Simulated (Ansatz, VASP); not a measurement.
**One calculation of RbBr, two programs**

Contents of POSCAR:

```
RbBr
1.0
    0.0000000000      3.4608258933      3.4608258933
    3.4608258933      0.0000000000      3.4608258933
    3.4608258933      3.4608258933      0.0000000000
Rb Br
1 1
Direct
    0.0000000000      0.0000000000      0.0000000000
    0.5000000000      0.5000000000      0.5000000000
```

The input INCAR.step1:

```
PREC     = Accurate       # precision mode
ENCUT    = 520            # plane-wave cutoff, eV
ISMEAR   = 0              # smearing method
SIGMA    = 0.01           # smearing width, eV
LREAL    = F              # projectors in reciprocal space
LASPH    = T              # aspherical terms in the spheres
NELM     = 100            # most SCF steps
NBANDS   = 15             # bands
GGA      = PE             # functional
ALGO     = Normal         # electronic algorithm
EDIFF    = 1E-4           # SCF threshold, eV
LWAVE    = T              # write WAVECAR
LCHARG   = F              # write CHGCAR
```

The input INCAR.step2:

```
PREC     = Accurate       # precision mode
ENCUT    = 520            # plane-wave cutoff, eV
EDIFF    = 1E-6           # SCF threshold, eV
ISMEAR   = 0              # smearing method
SIGMA    = 0.01           # smearing width, eV
LREAL    = F              # projectors in reciprocal space
LASPH    = T              # aspherical terms in the spheres
NELM     = 100            # most SCF steps
ALGO     = Normal         # electronic algorithm
ISIF     = 2              # what is computed and relaxed
LWAVE    = F              # write WAVECAR
LCHARG   = F              # write CHGCAR
METAGGA  = R2SCAN         # meta-GGA
LMIXTAU  = T            
NBANDS   = 15             # bands
ISTART   = 1
```

KPOINTS

```
regular mesh
0
Gamma
  6 6 6
```

Input for Ansatz:

```yaml
crystal:
  lattice:
    - [0.0, 3.4608258933, 3.4608258933]
    - [3.4608258933, 0.0, 3.4608258933]
    - [3.4608258933, 3.4608258933, 0.0]
  atoms:
    - { symbol: Rb, position: [0.0, 0.0, 0.0] }
    - { symbol: Br, position: [0.5, 0.5, 0.5] }
kpoints:
  mp_grid: { grid: [6, 6, 6] }
  band_path:
    path:
      - [0.0, 0.0, 0.0]
      - [0.5, 0.0, 0.5]
      - [0.625, 0.25, 0.625]
      - [0.375, 0.375, 0.75]
      - [0.5, 0.5, 0.5]
      - [0.5, 0.25, 0.75]
    npoints: 1
hamiltonian:
  xc: r2scan
scf:
  occupations: { method: fixed }
  n_extra_bands: 4
output:
  forces: true
  stress: true
  eigenvalues: true
  write_density: true
  write_potential: true
  elf: true
  volumetric_format: npy
```

Alike in both runs: task single point; functional r2SCAN; k mesh 6 × 6 × 6; no spin polarisation.

```csv
,VASP,Ansatz
version,VASP 6.6.1,Ansatz 0.2.0
potentials or method,"VASP PAW PBE potentials, release 64 (Rb_sv, Br)","plane waves, PAW"
plane-wave cutoff (eV),520,500
occupations,"gaussian, width 0.01 eV",fixed
valence electrons in the cell,16,16
```

|  | VASP | Ansatz | Ansatz less VASP |
| --- | --- | --- | --- |
| gap on the k mesh at the Fermi level (eV) | 4.89 | 4.89 | 0.000 |
| pressure (GPa) | 0.0 | 0.0 | -0.02 |

VASP's potentials were made for PBE, not for r2SCAN.
